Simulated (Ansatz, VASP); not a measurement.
**Two plane-wave programs on Te**

```xyz
6
Lattice="8.6235 0.0000 0.0000 -4.3117 7.4681 0.0000 0.0000 0.0000 3.2681" Properties=species:S:1:pos:R:3 pbc="T T T"
Te    0.0000    3.0903    0.0000
Te    1.6355    5.9230    0.0000
Te   -1.6355    5.9230    0.0000
Te    4.3117    4.3779    0.0000
Te    2.6763    1.5451    0.0000
Te    5.9472    1.5451    0.0000
```

Alike in both runs: task relaxation of cell and atoms; functional PBE; k mesh 3 × 3 × 6; occupations gaussian, width 0.1 eV; no spin polarisation.

```csv
,VASP,Ansatz
version,VASP 6.6.1,Ansatz 0.2.0
potentials or method,"VASP PAW PBE potentials, release 64 (Te), cutoff 600 eV","scalar-relativistic, plane waves, PAW"
valence electrons in the cell,36,96
```

```tsv
	VASP	Ansatz	Ansatz less VASP
gap on the k mesh at the Fermi level, each at its own relaxed structure (eV)	none	none	-
relaxed volume (Å³/atom)	34.98	34.99	+0.012
relaxed length of the cell vector where the two differ most in proportion (Å)	3.294	3.299	+0.0049
```

A gap of «none» marks a metal or a gap that the smearing closes. VASP's potentials hold 36 valence electrons a cell and Ansatz's 96, so a difference there can come from the potentials and not from the codes.

Neither program's run includes spin-orbit coupling.
